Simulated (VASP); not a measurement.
# MoS2 (P6_3/mmc) in VASP: further runs

MoS2 is run at these levels: r2SCAN+rVV10; tasks: single point.

Program: VASP 6.6.1. These are calculated values, not measurements. Logs are shortened: lines on timing, memory, paths and dates and some standing lists are left out, and cuts for length are marked.

### Step 1. The cell of the first run

Symmetry: P6_3/mmc, No. 194, hexagonal system. The conventional cell has a = 3.192 Å, b = 3.192 Å, c = 13.378 Å, α = 90.00°, β = 90.00°, γ = 120.00°. Within 3.2 Å of Mo (site symmetry -6m2) lie 6 S at 2.42 Å and 6 Mo at 3.19 Å. S (site symmetry 3m) has 3 Mo at 2.42 Å and 7 S at 3.13 to 3.19 Å within 3.2 Å.

### Step 2. Single point, r2SCAN+rVV10

Input file POSCAR:

```
MoS2
1.0
    3.1922379100      0.0000000000      0.0000000000
   -1.5961189600      2.7645591300      0.0000000000
    0.0000000000      0.0000000000     13.3782940000
Mo S
2 4
Direct
    0.6666666700      0.3333333300      0.2500000000
    0.3333333300      0.6666666700      0.7500000000
    0.6666666700      0.3333333300      0.6330820000
    0.3333333300      0.6666666700      0.3669180000
    0.6666666700      0.3333333300      0.8669180000
    0.3333333300      0.6666666700      0.1330820000
```

Input file INCAR.step1:

```
SYSTEM = MoS2
PREC = Accurate
ENCUT = 520
ISMEAR = 0
SIGMA = 0.1
LREAL = .False.
LASPH = .True.
NELM = 60
NBANDS = 35
GGA = PE
ALGO = Normal
EDIFF = 1E-4
LWAVE = .True.
LCHARG = .False.
```

Input file INCAR.step2:

```
SYSTEM = MoS2
PREC = Accurate
ENCUT = 520
EDIFF = 1E-6
ISMEAR = 0
SIGMA = 0.1
LREAL = .False.
LASPH = .True.
NELM = 60
ALGO = Normal
ISIF = 2
LWAVE = .False.
LCHARG = .True.
METAGGA = R2SCAN
LMIXTAU = .True.
LUSE_VDW = .True.
IVDW_NL = 2
BPARAM = 11.95
CPARAM = 0.0093
LELF = .True.
LVHAR = .True.
NBANDS = 35
ISTART = 1
```

Input file KPOINTS:

```
regular mesh
0
Gamma
  6 6 2
  0 0 0
```

Potentials or basis: VASP PAW PBE potentials, release 64 (Mo_sv, S).

Launch:

```console
$ cat potpaw_PBE.64/Mo_sv/POTCAR potpaw_PBE.64/S/POTCAR > POTCAR
$ cp INCAR.step1 INCAR
$ mpirun -np 1 vasp_std > vasp.out
$ cp INCAR.step2 INCAR
$ mpirun -np 1 vasp_std > vasp.out
```

OUTCAR:

```text
SYSTEM = MoS2
   PREC = Accurate
   ENCUT = 520
   EDIFF = 1E-6
   ISMEAR = 0
   LREAL = .False.
   LASPH = .True.
   NELM = 60
   ISIF = 2
   METAGGA = R2SCAN
   IVDW_NL = 2
   BPARAM = 11.95
   ISTART = 1

 ion  position               nearest neighbor table
   1  0.667  0.333  0.250-   4 2.42   6 2.42   4 2.42   6 2.42   4 2.42   6 2.42
   2  0.333  0.667  0.750-   3 2.42   5 2.42   3 2.42   5 2.42   3 2.42   5 2.42
   3  0.667  0.333  0.633-   2 2.42   2 2.42   2 2.42
   4  0.333  0.667  0.367-   1 2.42   1 2.42   1 2.42
   5  0.667  0.333  0.867-   2 2.42   2 2.42   2 2.42
   6  0.333  0.667  0.133-   1 2.42   1 2.42   1 2.42

  LATTYP: Found a hexagonal cell.
 ALAT       =     3.1922379100
 C/A-ratio  =     4.1908825022

  Lattice vectors:

 A1 = (   3.1922379100,   0.0000000000,   0.0000000000)
 A2 = (  -1.5961189600,   2.7645591300,   0.0000000000)
 A3 = (   0.0000000000,   0.0000000000,  13.3782940000)

Analysis of symmetry for initial positions (statically):
=====================================================================
 Subroutine PRICEL returns:
 Original cell was already a primitive cell.

 Routine SETGRP: Setting up the symmetry group for a
 hexagonal supercell.

 Subroutine GETGRP returns: Found 24 space group operations
 (whereof 12 operations were pure point group operations)
 out of a pool of 24 trial point group operations.

The static configuration has the point symmetry D_3d.
 The point group associated with its full space group is D_6h.

Analysis of symmetry for dynamics (positions and initial velocities):
=====================================================================
 Subroutine PRICEL returns:
 Original cell was already a primitive cell.

 Routine SETGRP: Setting up the symmetry group for a
 hexagonal supercell.

 Subroutine GETGRP returns: Found 24 space group operations
 (whereof 12 operations were pure point group operations)
 out of a pool of 24 trial point group operations.

The dynamic configuration has the point symmetry D_3d.
 The point group associated with its full space group is D_6h.

 Subroutine INISYM returns: Found 24 space group operations
 (whereof 12 operations are pure point group operations),
 and found     1 'primitive' translations

----------------------------------------------------------------------------------------

                                     Primitive cell

  volume of cell :     118.0652

  direct lattice vectors                    reciprocal lattice vectors
     3.192237910  0.000000000  0.000000000     0.313259860  0.180860665  0.000000000
    -1.596118960  2.764559130  0.000000000     0.000000000  0.361721328  0.000000000
     0.000000000  0.000000000 13.378294000     0.000000000  0.000000000  0.074747946

  length of vectors
     3.192237910  3.192237917 13.378294000     0.361721329  0.361721328  0.074747946

  position of ions in fractional coordinates (direct lattice)
     0.666666670  0.333333330  0.250000000
     0.333333330  0.666666670  0.750000000
     0.666666670  0.333333330  0.633082000
     0.333333330  0.666666670  0.366918000
     0.666666670  0.333333330  0.866918000
     0.333333330  0.666666670  0.133082000

  ion indices of the primitive-cell ions
   primitive index   ion index
                 1           1
                 2           2
                 3           3
                 4           4
                 5           5
                 6           6

----------------------------------------------------------------------------------------

 KPOINTS: regular mesh

Automatic generation of k-mesh.
 Grid dimensions read from file:
 generate k-points for:    6    6    2

 Generating k-lattice:

  Cartesian coordinates                     Fractional coordinates (reciprocal lattice)
     0.052209977  0.030143444  0.000000000     0.166666667  0.000000000  0.000000000
     0.000000000  0.060286888  0.000000000     0.000000000  0.166666667  0.000000000
     0.000000000  0.000000000  0.037373973     0.000000000  0.000000000  0.500000000

  Length of vectors
     0.060286888  0.060286888  0.037373973

  Shift w.r.t. Gamma in fractional coordinates (k-lattice)
     0.000000000  0.000000000  0.000000000

 Subroutine IBZKPT returns following result:
 ===========================================

 Found     14 irreducible k-points:

 Following reciprocal coordinates:
            Coordinates               Weight
  0.000000  0.000000  0.000000      1.000000
  0.166667  0.000000  0.000000      6.000000
  0.333333  0.000000  0.000000      6.000000
  0.500000  0.000000  0.000000      3.000000
  0.166667  0.166667  0.000000      6.000000
  0.333333  0.166667  0.000000     12.000000
  0.333333  0.333333  0.000000      2.000000
  0.000000  0.000000  0.500000      1.000000
  0.166667  0.000000  0.500000      6.000000
  0.333333  0.000000  0.500000      6.000000
  0.500000  0.000000  0.500000      3.000000
  0.166667  0.166667  0.500000      6.000000
  0.333333  0.166667  0.500000     12.000000
  0.333333  0.333333  0.500000      2.000000
   k-points           NKPTS =     14   k-points in BZ     NKDIM =     14   number of bands    NBANDS=     35
   number of dos      NEDOS =    301   number of ions     NIONS =      6
   total plane-waves  NPLWV =  57600
   dimension x,y,z NGX =    24 NGY =   24 NGZ =  100
   dimension x,y,z NGXF=    48 NGYF=   48 NGZF=  200
   ions per type =               2   4
   NGX,Y,Z   is equivalent  to a cutoff of  12.50, 12.50, 12.43 a.u.
   NGXF,Y,Z  is equivalent  to a cutoff of  25.00, 25.00, 24.85 a.u.
 SYSTEM =  MoS2
   PREC   = accura    normal or accurate (medium, high low for compatibility)
   ISTART =      1    job   : 0-new  1-cont  2-samecut
   ICHARG =      0    charge: 1-file 2-atom 10-const
   ISPIN  =      1    spin polarized calculation?
   LNONCOLLINEAR =      F non collinear calculations
   LSORBIT =      F    spin-orbit coupling
   LASPH  =      T    aspherical Exc in radial PAW
   ENCUT  =  520.0 eV  38.22 Ry    6.18 a.u.   5.94  5.94 24.87*2*pi/ulx,y,z
   NELM   =     60;   NELMIN=  2; NELMDL=  0     # of ELM steps
   EDIFF  = 0.1E-05   stopping-criterion for ELM
   LREAL  =      F    real-space projection
   EDIFFG = 0.1E-04   stopping-criterion for IOM
   NSW    =      0    number of steps for IOM
   IBRION =     -1    ionic relax: 0-MD 1-quasi-New 2-CG
   NFREE  =      0    steps in history (QN), initial steepest desc. (CG)
   ISIF   =      2    stress and relaxation
   ISYM   =      2    0-nonsym 1-usesym 2-fastsym
   POTIM  = 0.5000    time-step for ionic-motion
   TEBEG  =    0.0;   TEEND  =   0.0 temperature during run
   PSTRESS=    0.0 pullay stress
   NELECT =      52.0000    total number of electrons
   NUPDOWN=      -1.0000    fix difference up-down
   EMIN   =  10.00;   EMAX   =-10.00  energy-range for DOS
   EFERMI =   0.00;   METHOD = LEGACY
   ISMEAR =     0;   SIGMA  =   0.10  broadening in eV -4-tet -1-fermi 0-gaus
   EFERMI_NEDOS =   21; number of points for ismear=-14 and -15
   IALGO  =     38    algorithm
   IMIX   =      4    mixing-type and parameters
     AMIX     =   0.40;   BMIX     =  1.00
     AMIX_MAG =   1.60;   BMIX_MAG =  1.00
  volume/ion in A,a.u.               =      19.68       132.79
  Fermi-wavevector in a.u.,A,eV,Ry     =   1.245571  2.353789 21.108736  1.551448
  Thomas-Fermi vector in A             =   2.379788
   LORBIT       =      0    0 simple, 1 ext, 2 COOP (PROOUT), +10 PAW based schemes
   METAGGA = R2SCAN    functional components
   LHFCALC =     F    Hartree Fock is set to
   AEXX    =    0.0000 exact exchange contribution
   IVDW_NL    =     2    kernel type
   BPARAM     =11.9500
   IVDW    =     0    specifies the selected vdW correction
   LEPSILON=     F    determine dielectric tensor
   LRPA    =     F    only Hartree local field effects (RPA)
 non-spin polarized calculation
 Gauss-broadening in eV      SIGMA  =   0.10
  energy-cutoff  :      520.00
  volume of cell :      118.07
 maximum number of plane-waves:      3204
 NGX is ok and might be reduce to    24
   NGX = 11   NGY = 11   NGZ = 49

 number of electron      52.0000003 magnetization

 Free energy of the ion-electron system (eV)
  ---------------------------------------------------
  ext. energy  EPLUGINS =         0.00000000
  ---------------------------------------------------
  free energy    TOTEN  =       -89.03282251 eV

  energy without entropy =      -89.03282251  energy(sigma->0) =      -89.03282251

 E-fermi :   6.4262     XC(G=0): -10.8738

 val. band max:        5.9400748555   @ k =   0.0000   0.0000   0.0000
 cond. band min:       7.2335507488   @ k =   0.3333   0.3333   0.0000
 fundamental gap:      1.2934758933
 Fermi energy:         6.4261554095

 k-point     1 :       0.0000    0.0000    0.0000
  band No.  band energies     occupation
      1     -57.3289      2.00000
      2     -57.3289      2.00000
      3     -30.7347      2.00000
      4     -30.7347      2.00000
      5     -30.5292      2.00000
      6     -30.5292      2.00000
[... 27 lines left out ...]
     34       8.6589      0.00000
     35      12.0386      0.00000

 k-point     2 :       0.1667    0.0000    0.0000
  band No.  band energies     occupation
      1     -57.3190      2.00000
      2     -57.3190      2.00000
      3     -30.7149      2.00000
      4     -30.7149      2.00000
      5     -30.6275      2.00000
      6     -30.6275      2.00000
[... 27 lines left out ...]
     34       9.0305      0.00000
     35      13.3532      0.00000

 k-point     3 :       0.3333    0.0000    0.0000
  band No.  band energies     occupation
      1     -57.2991      2.00000
      2     -57.2991      2.00000
      3     -30.8199      2.00000
      4     -30.8199      2.00000
      5     -30.6753      2.00000
      6     -30.6752      2.00000
[... 27 lines left out ...]
     34       9.8271      0.00000
     35      13.3081      0.00000
[... 343 lines left out ...]
 k-point    13 :       0.3333    0.1667    0.5000
  band No.  band energies     occupation
      1     -57.2892      2.00000
      2     -57.2892      2.00000
      3     -30.8660      2.00000
      4     -30.8660      2.00000
      5     -30.6681      2.00000
      6     -30.6681      2.00000
[... 27 lines left out ...]
     34      10.1573      0.00000
     35      12.9315      0.00000

 k-point    14 :       0.3333    0.3333    0.5000
  band No.  band energies     occupation
      1     -57.2842      2.00000
      2     -57.2842      2.00000
      3     -30.8192      2.00000
      4     -30.8192      2.00000
      5     -30.7749      2.00000
      6     -30.7749      2.00000
[... 27 lines left out ...]
     34      10.5634      0.00000
     35      13.0043      0.00000

------------------------ aborting loop because EDIFF is reached ----------------------------------------

  FORCE on cell =-STRESS in cart. coord.  units (eV):
  Direction    XX          YY          ZZ          XY          YZ          ZX
  --------------------------------------------------------------------------------------
  -------------------------------------------------------------------------------------
  Total       -1.7113974     -1.7113974     -2.4649200      0.0000000     -0.0000000      0.0000000
  in kB      -23.2241366    -23.2241367    -33.4496474      0.0000000     -0.0000000      0.0000000
  external PRESSURE =     -26.6326402 kB  Pullay stress =       0.0000000 kB

 VOLUME and BASIS-vectors are now :
 -----------------------------------------------------------------------------
  energy-cutoff  :      520.00
  volume of cell :      118.07
      direct lattice vectors                 reciprocal lattice vectors
     3.192237910  0.000000000  0.000000000     0.313259860  0.180860665  0.000000000
    -1.596118960  2.764559130  0.000000000     0.000000000  0.361721328  0.000000000
     0.000000000  0.000000000 13.378294000     0.000000000  0.000000000  0.074747946

 POSITION                                       TOTAL-FORCE (eV/Angst)
 -----------------------------------------------------------------------------------
      1.59612      0.92152      3.34457         0.000000     -0.000000      0.000000
     -0.00000      1.84304     10.03372        -0.000000      0.000000      0.000000
      1.59612      0.92152      8.46956         0.000000     -0.000000      0.186295
     -0.00000      1.84304      4.90874        -0.000000      0.000000     -0.186295
      1.59612      0.92152     11.59788         0.000000     -0.000000     -0.186295
     -0.00000      1.84304      1.78041        -0.000000      0.000000      0.186295
 -----------------------------------------------------------------------------------
    total drift:                               -0.000014      0.000008     -0.000000

  FREE ENERGIE OF THE ION-ELECTRON SYSTEM (eV)
  ---------------------------------------------------
  free  energy   TOTEN  =       -89.0328225061 eV

  energy  without entropy=      -89.0328225061  energy(sigma->0) =      -89.03282251
```

Run time: 2.8 min. Hardware: 1 thread of AMD EPYC 9R45 (Zen 5), shared host; peak memory 0.44 GiB.

What came out:

| Property | Result |
| --- | --- |
| Free energy | -89.0328 eV |
| Pressure | -2.7 GPa |
| Largest force | 0.186 eV/Å |
| Band gap on the k mesh | 1.29 eV (least direct gap 1.74 eV) |

Forces on the atoms (eV/Å):
```
Mo   0.000  0.000  0.000
Mo   0.000  0.000  0.000
S    0.000  0.000  0.186
S    0.000  0.000 -0.186
S    0.000  0.000 -0.186
S    0.000  0.000  0.186
```

Caveat: the PAW data sets were made with another functional, which shifts forces and pressure a little. A k mesh can miss the band edges.

### Step 3. Single point, r2SCAN+rVV10

This run uses another cell than the first one, of 18.08 Å³/atom.

Input file POSCAR:

```
MoS2
1.0
    3.1732206042      0.0000000029      0.0000000000
   -1.5866103046      2.7480896536      0.0000000000
    0.0000000000      0.0000000000     12.4392042053
Mo S
2 4
Direct
    0.6666666667      0.3333333333      0.2500000000
    0.3333333333      0.6666666667      0.7500000000
    0.6666666667      0.3333333333      0.6249253385
    0.3333333333      0.6666666667      0.3750746615
    0.6666666667      0.3333333333      0.8750746615
    0.3333333333      0.6666666667      0.1249253385
```

Input file INCAR.step1:

```
SYSTEM = MoS2
  ALGO = Normal
  EDIFF = 1E-4
  ENCUT = 520
  GGA = PE
  ISMEAR = 0
  LASPH = .TRUE.
  LCHARG = .FALSE.
  LREAL = .FALSE.
  LWAVE = .TRUE.
  NBANDS = 35
  NELM = 80
  PREC = Accurate
  SIGMA = 0.02
```

Input file INCAR.step2:

```
SYSTEM = MoS2
  ALGO = Normal
  BPARAM = 11.95
  CPARAM = 0.0093
  EDIFF = 1E-7
  ENCUT = 520
  ISIF = 2
  ISMEAR = 0
  ISTART = 1
  IVDW_NL = 2
  LASPH = .TRUE.
  LCHARG = .FALSE.
  LMIXTAU = .TRUE.
  LREAL = .FALSE.
  LUSE_VDW = .TRUE.
  LWAVE = .FALSE.
  METAGGA = R2SCAN
  NBANDS = 35
  NELM = 80
  PREC = Accurate
  SIGMA = 0.02
```

Input file KPOINTS:

```
k-points
0
G
  12 12 2
  0 0 0
```

Potentials or basis: VASP PAW PBE potentials, release 64 (Mo_sv, S).

Launch:

```console
$ cat potpaw_PBE.64/Mo_sv/POTCAR potpaw_PBE.64/S/POTCAR > POTCAR
$ cp INCAR.step1 INCAR
$ mpirun -np 1 vasp_std > vasp.out
$ cp INCAR.step2 INCAR
$ mpirun -np 1 vasp_std > vasp.out
```

Run time: 6.9 min. Hardware: 1 thread of AMD EPYC 9R45 (Zen 5), shared host; peak memory 0.47 GiB.

Results (log left out):

| Property | Result |
| --- | --- |
| Free energy | -89.1040 eV |
| Pressure | 0.2 GPa |
| Largest force | 0.014 eV/Å |
| Band gap on the k mesh | 1.04 eV (least direct gap 1.75 eV) |

Forces in eV/Å, atoms in the order of the input:
```
Mo   0.000  0.000  0.000
Mo   0.000  0.000  0.000
S    0.000  0.000 -0.014
S    0.000  0.000  0.014
S    0.000  0.000  0.014
S    0.000  0.000 -0.014
```

Stress tensor (GPa, compression positive):
```
0.19 0.00 0.00
0.00 0.19 0.00
0.00 0.00 0.08
```

Levels at points of the mesh, in eV from the valence-band top:
```tsv
k point	band 24	band 25	band 26	band 27	band 28	band 29
(0.00, 0.00, 0.00)	-1.37	-1.12	0.00	2.25	2.25	2.27
(0.50, 0.00, 0.00)	-1.71	-1.44	-1.32	1.70	1.74	2.12
(0.00, 0.00, 0.50)	-2.33	-0.29	-0.29	2.26	2.26	2.26
(0.50, 0.00, 0.50)	-1.80	-1.38	-1.38	1.72	1.72	2.25
```

Caveat: the PAW data sets were made with another functional, which shifts forces and pressure a little.

(Part 1 of 2 ends here.)
